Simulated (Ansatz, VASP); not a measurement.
Pd in VASP and in Ansatz

```
CELL_PARAMETERS angstrom
3.05383 0.00000 0.00000
0.00000 3.05383 0.00000
0.00000 0.00000 3.05383
ATOMIC_POSITIONS crystal
Pd 0.00000 0.00000 0.00000
Pd 0.50000 0.50000 0.50000
```

Alike in both runs: functional LDA; k mesh 10 × 10 × 10; occupations fermi-dirac, width 0.05 eV; collinear spin.

Ansatz relaxed the structure, and its values are those at the end. VASP's run is a single point on that final structure, the one shown.

|  | VASP | Ansatz |
| --- | --- | --- |
| version | VASP 6.6.1 | Ansatz 0.2.0 |
| potentials or method | VASP PAW LDA potentials, release 64 (Pd), cutoff 520 eV | plane waves (420 eV) with PAW, scalar-relativistic |
| valence electrons in the cell | 20 | 36 |

|  | VASP | Ansatz | Ansatz less VASP |
| --- | --- | --- | --- |
| pressure (GPa) | 0.2 | 0.0 | -0.23 |
| net moment per atom (μB) | 0.00 | 0.00 | 0.000 |

Ansatz warns that its potentials were made for another functional, while VASP's fit it. LDA's correlation is that of Perdew and Zunger in VASP and of Perdew and Wang (1992) in Ansatz. VASP's potentials hold 20 valence electrons a cell and Ansatz's 36, so a difference there can come from the potentials and not from the codes. Ansatz's warnings: seeded moment not kept.
